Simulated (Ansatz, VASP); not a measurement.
## One calculation of LaF5, two programs

INCAR

```
PREC     = Accurate       # precision mode
ENCUT    = 600            # plane-wave cutoff, eV
EDIFF    = 1E-6           # SCF threshold, eV
ISMEAR   = 0              # smearing method
SIGMA    = 0.1            # smearing width, eV
LREAL    = F              # projectors in reciprocal space
LASPH    = T              # aspherical terms in the spheres
NELM     = 60             # most SCF steps
ALGO     = Normal         # electronic algorithm
ISIF     = 3              # what is computed and relaxed
LWAVE    = F              # write WAVECAR
LCHARG   = F              # write CHGCAR
GGA      = PE             # functional
IBRION   = 2              # ionic algorithm
NSW      = 100            # ionic steps
EDIFFG   = -0.01          # ionic threshold
KPAR     = 4
```

KPOINTS

```
Automatic mesh
0
Gamma
  10 10 6
```

File POSCAR:

```
LaF5
1.0
    2.2429809366     -6.9444528473      0.0000000000
    2.2429809366      6.9444528473      0.0000000000
    0.0000000000      0.0000000000      6.4787267587
La F
1 5
Direct
    0.5000000000      0.5000000000      0.0000000000
    0.0000000000      0.5000000000      0.5000000000
    0.5000000000      0.0000000000      0.5000000000
    0.5000000000      0.5000000000      0.6750520547
    0.5000000000      0.5000000000      0.3249479453
    0.0000000000      0.0000000000      0.0000000000
```

Input for Ansatz:

```yaml
crystal:
  lattice:
    - [2.2429809366, -6.9444528473, 0.0]
    - [2.2429809366, 6.9444528473, 0.0]
    - [0.0, 0.0, 6.4787267587]
  atoms:
    - { symbol: La, position: [0.5, 0.5, 0.0] }
    - { symbol: F, position: [0.0, 0.5, 0.5] }
    - { symbol: F, position: [0.5, 0.0, 0.5] }
    - { symbol: F, position: [0.5, 0.5, 0.6750520547] }
    - { symbol: F, position: [0.5, 0.5, 0.3249479453] }
    - { symbol: F, position: [0.0, 0.0, 0.0] }
basis:
  ecutwfc: 420
kpoints:
  mp_grid: { grid: [10, 10, 6] }
hamiltonian:
  xc: pbe
scf:
  occupations: { method: gaussian, width: 0.1 }
output:
  forces: true
  stress: true
  eigenvalues: true
relax:
  adjacent_minimum: "off"
  f_tol: 0.01
  max_steps: 80
  cell: { stress_tol: 0.05 }
```

Alike in both runs: task relaxation of cell and atoms; functional PBE; k mesh 10 × 10 × 6; occupations gaussian, width 0.1 eV; no spin polarisation.

```csv
,VASP,Ansatz
version,VASP 6.6.1,Ansatz 0.2.0
potentials or method,"VASP PAW PBE potentials, release 64 (La, F), cutoff 600 eV","scalar-relativistic, plane waves, PAW"
valence electrons in the cell,46,46
```

VASP gave:

| Property | Result |
| --- | --- |
| gap on the k mesh at the Fermi level, each at its own relaxed structure (eV) | none |
| relaxed volume (Å³/atom) | 31.33 |
| relaxed length of the cell vector where the two differ most in proportion (Å) | 6.913 |

Problem. What did Ansatz give for the same quantities?

Solution. gap on the k mesh at the Fermi level, each at its own relaxed structure (eV): none; relaxed volume (Å³/atom): 33.64; relaxed length of the cell vector where the two differ most in proportion (Å): 7.298.

A gap of «none» marks a metal or a gap that the smearing closes. One of these differences is far larger than is usual between the two programs; its cause wasn't traced.

Spin-orbit coupling is off throughout.
